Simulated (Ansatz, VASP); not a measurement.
**Ge: VASP beside Ansatz**

```
Ge
1.0
     4.02269    0.00000    0.00000
    -2.01134    3.48375    0.00000
     0.00000    0.00000   18.86852
Ge
4
Cartesian
  0.0000 2.3225 5.1843
  2.0113 1.1613 4.5000
  -1.3409 3.0967 9.8885
  0.6704 1.9354 9.2043
```

Alike in both runs: task single point; functional PBE; dispersion D3(BJ); k mesh 9 × 9 × 1; occupations gaussian, width 0.1 eV; no spin polarisation.

|  | VASP | Ansatz |
| --- | --- | --- |
| version | VASP 6.6.1 | Ansatz 0.2.0 |
| potentials or method | VASP PAW PBE potentials, release 64 (Ge_d), cutoff 520 eV | scalar-relativistic, plane waves, PAW |
| valence electrons in the cell | 56 | 56 |

|  | VASP | Ansatz | Ansatz less VASP |
| --- | --- | --- | --- |
| gap on the k mesh at the Fermi level (eV) | 0.16 | 0.16 | 0.000 |
| least direct gap on the mesh (eV) | 0.16 | 0.16 | 0.000 |
| rms of the force components (eV/Å) | 0.080 | 0.080 | -0.0001 |

Atom by atom the forces differ by 0.000 eV/Å (rms over components).
